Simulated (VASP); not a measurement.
## Ag: electric field gradients with PBE

Ag:

```
CELL_PARAMETERS angstrom
0.00000 2.02267 2.04310
2.02267 0.00000 2.04310
2.02267 2.02267 0.00000
ATOMIC_POSITIONS crystal
Ag 0.00000 0.00000 0.00000
```

This cell differs from its parent crystal: equal xx and yy strain of -1 %.

```json
{
 "Program": "VASP 6.6.1",
 "Task": "electric field gradients",
 "Functional": "PBE",
 "Potentials or basis": "VASP PAW PBE potentials, release 64 (Ag)",
 "Cutoff": "400 eV",
 "k mesh": "15 × 15 × 15",
 "Occupations": "fermi-dirac, width 0.05 eV",
 "Spin": "no spin polarisation",
 "Dipole correction": "no",
 "Further INCAR settings": "ALGO = Normal; EDIFF = 1e-08; NBANDS = 12"
}
```

- Pressure: 6.5 GPa
- Band gap on the k mesh: zero (an odd number of electrons rules out a gap without spin polarisation)
- Largest electric field gradient by atom: Ag -0.29 V/Å²

Stress tensor (GPa, compression positive):
```
6.58 0.00 0.00
0.00 6.58 0.00
0.00 0.00 6.40
```

Levels at points of the mesh, in eV from the Fermi level:
```
           k point  band 4  band 5  band 6  band 7  band 8  band 9
(0.00, 0.00, 0.00)   -5.02   -4.00   -3.93   15.91   19.51   19.65
```

Run time: 56 s on 1 thread of Intel Xeon 8259CL, on a shared host, peak memory 0.15 GiB.

Caveat: the cell differs from its parent crystal (equal xx and yy strain of -1 %); the cell stands under pressure; without QUAD_EFG the Cq values of the log hold for a quadrupole moment of 1 mb, not for the nuclei.
